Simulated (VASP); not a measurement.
Wanted: the native input for a VASP 6.6.1 run.

- Task: single point
- Functional: PBEsol
- Potentials or basis: VASP PAW PBE potentials, release 64 (Zn, S, Se)
- Cutoff: 500 eV
- k mesh: 1 × 1 × 1, shifted
- Occupations: fermi-dirac, width 0.05 eV
- Spin: no spin polarisation
- Dipole correction: no
- Further INCAR settings: LREAL = Auto; ALGO = Normal; EDIFF = 1e-06; NBANDS = 326; ISYM = -1

The structure of Zn16Se3S13 lies in POSCAR:

```
Zn16Se3S13
1.0
   10.8166130283      0.0000000000      0.0000000000
    0.0000000000     10.8166130283      0.0000000000
    0.0000000000      0.0000000000     10.8166130283
Zn S Se
32 26 6
Direct
    0.9949560000      0.0049150000      0.0035150000
    0.0038100000      0.9955100000      0.5041800000
    0.9951930000      0.5053310000      0.0031750000
    0.0034520000      0.4954590000      0.5044090000
    0.5007530000      0.9997060000      0.9985900000
    0.5047740000      0.9964990000      0.5045150000
    0.5008570000      0.4995670000      0.9987260000
    0.5049210000      0.4966110000      0.5045110000
    0.2552090000      0.2447600000      0.0032250000
    0.2468870000      0.2543780000      0.5042740000
    0.2553510000      0.7446690000      0.0031260000
    0.2469590000      0.7543400000      0.5045810000
    0.7495080000      0.2501910000      0.9986430000
    0.7456460000      0.2533000000      0.5045040000
    0.7495470000      0.7502960000      0.9987730000
    0.7454930000      0.7532210000      0.5045900000
    0.2468930000      0.9951610000      0.2461050000
    0.2552960000      0.0049940000      0.7471600000
    0.2469530000      0.4952130000      0.2462730000
    0.2554750000      0.5050010000      0.7471250000
    0.7453390000      0.9963400000      0.2460390000
    0.7496930000      0.9997410000      0.7515310000
    0.7454480000      0.4960960000      0.2455730000
    0.7495070000      0.4998540000      0.7517850000
    0.0034650000      0.2545940000      0.2457980000
    0.9948730000      0.2451630000      0.7472450000
    0.0033890000      0.7543360000      0.2461510000
    0.9949160000      0.7453710000      0.7470740000
    0.5046430000      0.2535310000      0.2455770000
    0.5006000000      0.2502950000      0.7514520000
    0.5046550000      0.7535620000      0.2455460000
    0.5006870000      0.7505440000      0.7516720000
    0.1248950000      0.1245830000      0.1248630000
    0.1248030000      0.1248820000      0.6252080000
    0.1250500000      0.6246700000      0.1249370000
    0.1248370000      0.6247580000      0.6253320000
    0.6249630000      0.1246610000      0.1219840000
    0.6249350000      0.1247460000      0.6279490000
    0.6249930000      0.6246690000      0.1220070000
    0.6249450000      0.6247040000      0.6280350000
    0.3764710000      0.3749040000      0.1232130000
    0.3766150000      0.3745570000      0.6263310000
    0.3765690000      0.8749460000      0.1230900000
    0.3765940000      0.8747010000      0.6266020000
    0.8732830000      0.3746240000      0.1230990000
    0.8731300000      0.3748600000      0.6266240000
    0.8731190000      0.8745920000      0.1235050000
    0.8732360000      0.8750020000      0.6263130000
    0.3778940000      0.1248730000      0.8748640000
    0.3779900000      0.6246330000      0.8748940000
    0.8720370000      0.1246670000      0.8749450000
    0.8720720000      0.6248400000      0.8748990000
    0.1248020000      0.3745750000      0.3750620000
    0.1249810000      0.8744920000      0.3749980000
    0.6249900000      0.3745720000      0.3749010000
    0.6249410000      0.3745970000      0.8748440000
    0.6249320000      0.8745580000      0.3749890000
    0.6250340000      0.8748420000      0.8749480000
    0.3754320000      0.1247230000      0.3748890000
    0.3754710000      0.6248340000      0.3751000000
    0.8746840000      0.1247260000      0.3749550000
    0.8745840000      0.6245300000      0.3750030000
    0.1251020000      0.3747120000      0.8749710000
    0.1250520000      0.8747640000      0.8751400000
```

The input as run:

INCAR

```
PREC     = Accurate       # precision mode
ENCUT    = 500            # plane-wave cutoff, eV
EDIFF    = 1E-6           # SCF threshold, eV
ISMEAR   = -1             # smearing method
SIGMA    = 0.05           # smearing width, eV
LREAL    = Auto         
LASPH    = True           # aspherical terms in the spheres
NELM     = 120            # most SCF steps
ALGO     = Normal         # electronic algorithm
ISIF     = 2              # what is computed and relaxed
LWAVE    = False          # write WAVECAR
LCHARG   = False          # write CHGCAR
GGA      = PS             # functional
NBANDS   = 326            # bands
ISYM     = -1           
GGA_COMPAT= False
```

KPOINTS

```
explicit points
1
Reciprocal
  0.25000000   0.25000000   0.25000000 1
```

Potentials or basis: VASP PAW PBE potentials, release 64 (Zn, S, Se).

Run with:

```console
$ cat potpaw_PBE.64/Zn/POTCAR potpaw_PBE.64/S/POTCAR potpaw_PBE.64/Se/POTCAR > POTCAR
$ mpirun -np 1 vasp_std > vasp.out
```

Results of the run:

The pressure is 0.1 GPa and the largest force is 0.031 eV/Å. The band gap on the k mesh is 2.90 eV.

Caveat: the PAW data sets were made with another functional, which shifts forces and pressure a little; a shifted mesh leaves out Γ, where band edges can lie.

Wall time 25 min on 1 thread of Intel Xeon 8259CL, with other jobs on the host, peak memory 1.1 GiB.
